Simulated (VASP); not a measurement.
# VIn (F-43m) in VASP: vibrations by perturbation theory with PBE

Aim: the vibrations by perturbation theory of VIn with PBE.

Program: VASP 6.6.1. These are calculated values, not measurements. Logs are shortened: lines on timing, memory, paths and dates and some standing lists are left out, and cuts for length are marked.

## 1. The cell of the first run

Symmetry: F-43m, No. 216, cubic system. Conventional cell: a = 6.138 Å, b = 6.138 Å, c = 6.138 Å, α = 90.00°, β = 90.00°, γ = 90.00°. V (site symmetry -43m) has 4 In at 2.66 Å within 3.5 Å. Within 3.5 Å of In (site symmetry -43m) lie 4 V at 2.66 Å.

## 2. Vibrations by perturbation theory, PBE

File INCAR:

```
PREC = Accurate
ENCUT = 520
EDIFF = 1E-8
ISMEAR = -1
SIGMA = 0.15
LREAL = F
LASPH = T
NELM = 60
ALGO = Fast
ISIF = 2
LWAVE = F
LCHARG = T
GGA = PE
NBANDS = 20
IBRION = 8
NSW = 1
```

File KPOINTS:

```
regular mesh
0
Gamma
  12 12 12
```

File POSCAR:

```
VIn
1.0
    0.0000000000      3.0689231900      3.0689231900
    3.0689231900      0.0000000000      3.0689231900
    3.0689231900      3.0689231900      0.0000000000
V In
1 1
Direct
    0.2500000000      0.2500000000      0.2500000000
    0.0000000000      0.0000000000      0.0000000000
```

Potentials or basis: VASP PAW PBE potentials, release 64 (V_sv, In_d).

Launch:

```console
$ cat potpaw_PBE.64/V_sv/POTCAR potpaw_PBE.64/In_d/POTCAR > POTCAR
$ mpirun -np 1 vasp_std > vasp.out
```

OUTCAR:

```text
PREC = Accurate
   ENCUT = 520
   EDIFF = 1E-8
   ISMEAR = -1
   LREAL = F
   LASPH = T
   NELM = 60
   ISIF = 2
   GGA = PE
   IBRION = 8
   NSW = 1

 ion  position               nearest neighbor table
   1  0.250  0.250  0.250-   2 2.66   2 2.66   2 2.66   2 2.66
   2  0.000  0.000  0.000-   1 2.66   1 2.66   1 2.66   1 2.66

  LATTYP: Found a face centered cubic cell.
 ALAT       =     6.1378463800

  Lattice vectors:

 A1 = (   0.0000000000,   3.0689231900,   3.0689231900)
 A2 = (   3.0689231900,   0.0000000000,   3.0689231900)
 A3 = (   3.0689231900,   3.0689231900,   0.0000000000)

Analysis of symmetry for initial positions (statically):
=====================================================================
 Subroutine PRICEL returns:
 Original cell was already a primitive cell.

 Routine SETGRP: Setting up the symmetry group for a
 face centered cubic supercell.

 Subroutine GETGRP returns: Found 24 space group operations
 (whereof 24 operations were pure point group operations)
 out of a pool of 48 trial point group operations.

The static configuration has the point symmetry T_d .

Analysis of symmetry for dynamics (positions and initial velocities):
=====================================================================
 Subroutine PRICEL returns:
 Original cell was already a primitive cell.

 Routine SETGRP: Setting up the symmetry group for a
 face centered cubic supercell.

 Subroutine GETGRP returns: Found 24 space group operations
 (whereof 24 operations were pure point group operations)
 out of a pool of 48 trial point group operations.

The dynamic configuration has the point symmetry T_d .

 Subroutine INISYM returns: Found 24 space group operations
 (whereof 24 operations are pure point group operations),
 and found     1 'primitive' translations

----------------------------------------------------------------------------------------

[... 711 lines left out ...]
  external PRESSURE =       0.1489869 kB  Pullay stress =       0.0000000 kB

 VOLUME and BASIS-vectors are now :
 -----------------------------------------------------------------------------
  energy-cutoff  :      520.00
  volume of cell :       57.81
      direct lattice vectors                 reciprocal lattice vectors
     0.000000000  3.068923190  3.068923190    -0.162923595  0.162923595  0.162923595
     3.068923190  0.000000000  3.068923190     0.162923595 -0.162923595  0.162923595
     3.068923190  3.068923190  0.000000000     0.162923595  0.162923595 -0.162923595

 POSITION                                       TOTAL-FORCE (eV/Angst)
 -----------------------------------------------------------------------------------
      1.53446      1.53446      1.53446         0.000000      0.000000     -0.000000
      0.00000      0.00000      0.00000        -0.000000     -0.000000      0.000000
 -----------------------------------------------------------------------------------
    total drift:                               -0.000000     -0.000000     -0.000000

  FREE ENERGIE OF THE ION-ELECTRON SYSTEM (eV)
  ---------------------------------------------------
  free  energy   TOTEN  =        -8.1248335542 eV

  energy  without entropy=       -7.7929885048  energy(sigma->0) =       -7.95891103

[... ionic steps 2 to 3 ...]

--------------------------------------- Ionic step        4  -------------------------------------------

------------------------ aborting loop because EDIFF is reached ----------------------------------------

[... ionic steps 5 to 6 ...]

--------------------------------------- Ionic step        7  -------------------------------------------

 Free energy of the ion-electron system (eV)
  ---------------------------------------------------
  ---------------------------------------------------
  free energy    TOTEN  =        -0.23717660 eV

  energy without entropy =       -0.23717668

------------------------ aborting loop because EDIFF is reached ----------------------------------------

 INTERNAL STRAIN TENSOR  FOR ION    2  DIRECTION 1   (eV/Angst):
 -----------------------------------------------------------------------------
    -0.01015  0.00000  0.00000
     0.00000  0.00822 10.58998
     0.00000 10.58998  0.00822

 INTERNAL STRAIN TENSOR FOR ION    2 for displacements in x,y,z  (eV/Angst):
          X           Y           Z          XY          YZ          ZX
  --------------------------------------------------------------------------------
  x    -0.00000     0.00000     0.00000     0.00000    10.58998     0.00000
  y     0.00000     0.00000     0.00000     0.00000     0.00000    10.58998
  z     0.00000     0.00000    -0.00000    10.58998     0.00000     0.00000

 SECOND DERIVATIVES (NOT SYMMETRIZED)
 ------------------------------------
               1X          1Y          1Z          2X          2Y          2Z
  1X    -5.314905    0.000000    0.000000    5.314905    0.000000    0.000000
  1Y     0.000000   -5.314905    0.000000    0.000000    5.314905    0.000000
  1Z     0.000000    0.000000   -5.314905    0.000000    0.000000    5.314905
  2X     5.350465    0.000000    0.000000   -5.350465   -0.000000   -0.000000
  2Y     0.000000    5.350465    0.000000   -0.000000   -5.350465   -0.000000
  2Z     0.000000    0.000000    5.350465   -0.000000   -0.000000   -5.350465

 Eigenvectors and eigenvalues of the dynamical matrix
 ----------------------------------------------------

   1 f  =    6.073565 THz    38.161336 2PiTHz  202.592332 cm-1    25.118237 meV
             X         Y         Z           dx          dy          dz
      1.534462  1.534462  1.534462    -0.831422   -0.000000    0.000000
      0.000000  0.000000  0.000000     0.555642    0.000000    0.000000
[... 21 lines left out ...]
   6 f/i=    0.009355 THz     0.058779 2PiTHz    0.312049 cm-1     0.038689 meV
             X         Y         Z           dx          dy          dz
      1.534462  1.534462  1.534462     0.000000    0.343905   -0.436426
      0.000000  0.000000  0.000000     0.000000    0.514594   -0.653035

--------------------------------------------------------------------------------------------------------

 ELASTIC MODULI CONTR FROM IONIC RELAXATION (kBar)
 Direction    XX          YY          ZZ          XY          YZ          ZX
 --------------------------------------------------------------------------------
 XX          -0.0000      0.0000      0.0000     -0.0000      0.0000      0.0000
 YY           0.0000     -0.0000      0.0000     -0.0000      0.0000     -0.0000
 ZZ           0.0000      0.0000     -0.0000      0.0000     -0.0000     -0.0000
 XY          -0.0000     -0.0000      0.0000   -538.1606     -0.0000     -0.0000
 YZ           0.0000      0.0000     -0.0000     -0.0000   -538.1606      0.0000
 ZX           0.0000     -0.0000     -0.0000     -0.0000      0.0000   -538.1606
 --------------------------------------------------------------------------------
```

OSZICAR:

```text
N       E                     dE             d eps       ncg     rms          rms(c)
DAV:   1     0.248580220296E+03    0.24858E+03   -0.14741E+04  3280   0.153E+03
DAV:   2     0.332924462100E+01   -0.24525E+03   -0.24085E+03  2908   0.416E+02
DAV:   3    -0.957892358044E+01   -0.12908E+02   -0.12532E+02  3260   0.107E+02
DAV:   4    -0.996756387377E+01   -0.38864E+00   -0.38790E+00  3480   0.194E+01
[... 58 lines left out ...]
RMM:  13    -0.237176809954E+00   -0.14671E-06    0.12221E-07 23932   0.263E-04    0.216E-05
RMM:  14    -0.237176717919E+00    0.92035E-07    0.10359E-07 23467   0.202E-04    0.140E-05
RMM:  15    -0.237176596954E+00    0.12096E-06    0.58744E-08 22882   0.171E-04    0.298E-06
RMM:  16    -0.237176596079E+00    0.87541E-09    0.23537E-08 23970   0.152E-04    0.199E-06
 Linear response finished
```

stdout:

```text
POSCAR found type information on POSCAR V In
 POSCAR found :  2 types and       2 ions
 scaLAPACK will be used
 LDA part: xc-table for (Slater+PW92), standard interpolation
 POSCAR, INCAR and KPOINTS ok, starting setup
 FFT: planning ... GRIDC
 FFT: planning ... GRID_SOFT
 FFT: planning ... GRID
 WAVECAR not read
 entering main loop
 Linear response reoptimize wavefunctions to high precision
 Linear response DOF=           2
 Linear response progress:
 first order change of Fermi-energy  -0.10591E-02
 force on displaced ion       1 direction 1 :  -5.315  -0.000  -0.000
 Linear response progress:
 first order change of Fermi-energy   0.13173E-02
 force on displaced ion       2 direction 1 :  -5.350  -0.000  -0.000
 Linear response finished
```

It took 26 min on 1 thread of Intel Xeon 8259CL, shared host; peak memory 0.75 GiB.

What came out:

```
Highest phonon frequency at Γ : 203 cm⁻¹
```

Phonon frequencies in cm⁻¹ (negative: imaginary):
```csv
q point,frequencies
"(0.000, 0.000, 0.000)",0 0 0 203 203 203
```

Caveat: spin-orbit coupling is left out, which moves the levels of the heavy elements.
